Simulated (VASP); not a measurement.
Here is a VASP 6.6.1 calculation.

The input INCAR:

```
SYSTEM = Ga
ALGO = Normal
EDIFF = 1E-6
ENCUT = 520
GGA = PE
ISIF = 2
ISMEAR = -1
LASPH = .True.
LCHARG = .True.
LELF = .True.
LREAL = .False.
LVHAR = .True.
LWAVE = .False.
NBANDS = 20
NELM = 60
PREC = Accurate
SIGMA = 0.1
```

Contents of KPOINTS:

```
k-points
0
Gamma
  14 14 8
  0 0 0
```

File POSCAR:

```
Ga
1.0
    2.3582165659      0.0000000000      0.0000000000
   -1.1791082829      2.0422754537      0.0000000000
    0.0000000000      0.0000000000      3.9680879055
Ga
2
Direct
    0.3333333333      0.6666666667      0.2500000000
    0.6666666667      0.3333333333      0.7500000000
```

Potentials or basis: VASP PAW PBE potentials, release 64 (Ga_d).

Launch:

```console
$ cat potpaw_PBE.64/Ga_d/POTCAR > POTCAR
$ mpirun -np 1 vasp_std > vasp.out
```

(1) Estimate the band gap on the k mesh.

(2) Estimate the pressure.

Answers

(1) zero (band 13 reaches 21.23 eV, above the bottom of band 14 at 10.83 eV).

(2) 177.7 GPa.
